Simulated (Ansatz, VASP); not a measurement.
# Cd: VASP beside Ansatz

File INCAR:

```
PREC = Accurate
ENCUT = 600
EDIFF = 1E-6
ISMEAR = 0
SIGMA = 0.1
LREAL = False
LASPH = True
NELM = 60
ALGO = Fast
ISIF = 3
LWAVE = False
LCHARG = False
GGA = PS
IBRION = 2
NSW = 100
EDIFFG = -0.01
```

Contents of KPOINTS:

```
regular mesh
0
Gamma
  22 22 22
```

File POSCAR:

```
Cd
1.0
    0.0000000000      2.2143606279      2.2697595701
    2.0900984562      0.0000000000      2.2697595701
    2.0900984562      2.2143606279      0.0000000000
Cd
1
Direct
    0.0000000000      0.0000000000      0.0000000000
```

Input for Ansatz:

```yaml
crystal:
  lattice:
    - [0.0, 2.2143606279, 2.2697595701]
    - [2.0900984562, 0.0, 2.2697595701]
    - [2.0900984562, 2.2143606279, 0.0]
  atoms:
    - { symbol: Cd, position: [0.0, 0.0, 0.0] }
basis:
  ecutwfc: 420
kpoints:
  mp_grid: { grid: [22, 22, 22] }
hamiltonian:
  xc: pbesol
scf:
  occupations: { method: gaussian, width: 0.1 }
output:
  forces: true
  stress: true
  eigenvalues: true
relax:
  adjacent_minimum: "off"
  f_tol: 0.01
  max_steps: 80
  cell: { stress_tol: 0.05 }
```

Alike in both runs: task relaxation of cell and atoms; functional PBEsol; k mesh 22 × 22 × 22; occupations gaussian, width 0.1 eV; no spin polarisation.

|  | VASP | Ansatz |
| --- | --- | --- |
| version | VASP 6.6.1 | Ansatz 0.2.0 |
| potentials or method | VASP PAW PBE potentials, release 64 (Cd), cutoff 600 eV | scalar-relativistic, plane waves, PAW |
| valence electrons in the cell | 12 | 20 |

|  | VASP | Ansatz | Ansatz less VASP |
| --- | --- | --- | --- |
| gap on the k mesh at the Fermi level, each at its own relaxed structure (eV) | none | none | - |
| relaxed volume (Å³/atom) | 21.05 | 20.97 | -0.084 |
| relaxed length of the cell vector where the two differ most in proportion (Å) | 3.102 | 3.096 | -0.0065 |

VASP's potentials were made for PBE, not for PBEsol. A gap of «none» marks a metal or a gap that the smearing closes. VASP's potentials hold 12 valence electrons a cell and Ansatz's 20, so a difference there can come from the potentials and not from the codes.
